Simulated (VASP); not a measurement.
Ti3Se:

```
Ti Se
1.0
     0.00000    3.61823    3.61823
     3.61823    0.00000    3.61823
     3.61823    3.61823    0.00000
Ti Se
3 1
Cartesian
  1.8091 1.8091 1.8091
  3.6182 3.6182 3.6182
  5.4273 5.4273 5.4273
  0.0000 0.0000 0.0000
```

```yaml
Program: VASP 6.6.1
Task: relaxation of cell and atoms
Functional: PBE
Potentials_or_basis: VASP PAW PBE potentials, release 64 (Ti_sv, Se)
Cutoff: 600 eV
k_mesh: 4 × 4 × 4
Occupations: gaussian, width 0.1 eV
Spin: collinear spin, ferromagnetic start
Starting_moments: "[1.0, 1.0, 1.0, 0.0] μB"
```

At the start: pressure -16.4 GPa; volume 23.68 Å³/atom.

Where does the relaxation end?

Over 3 steps the energy falls by 550.7 meV/atom and the volume is 16.25 Å³/atom (-31.4 %); space group Fm-3m (No. 225, to 0.05 Å); moment 0.57 μB per cell.

The path:
| step | energy change (eV) | largest force (eV/Å) | pressure (GPa) | volume (Å³) |
| --- | --- | --- | --- | --- |
| 1 | 0.0000 | 0.0000 | -16.39 | 94.74 |
| 2 | -2.2025 | 0.0000 | -0.46 | 65.26 |
| 3 | -2.2030 | 0.0000 | -0.12 | 64.98 |

Final structure:
```
CELL_PARAMETERS angstrom
0.00000 3.19095 3.19095
3.19095 0.00000 3.19095
3.19095 3.19095 0.00000
ATOMIC_POSITIONS crystal
Ti 0.25000 0.25000 0.25000
Ti 0.50000 0.50000 0.50000
Ti 0.75000 0.75000 0.75000
Se 0.00000 0.00000 0.00000
```

Caveat: the k points lie up to 0.43 Å⁻¹ apart in the final cell; the volume moved by over 15 % at a fixed basis, so the end points are rough.
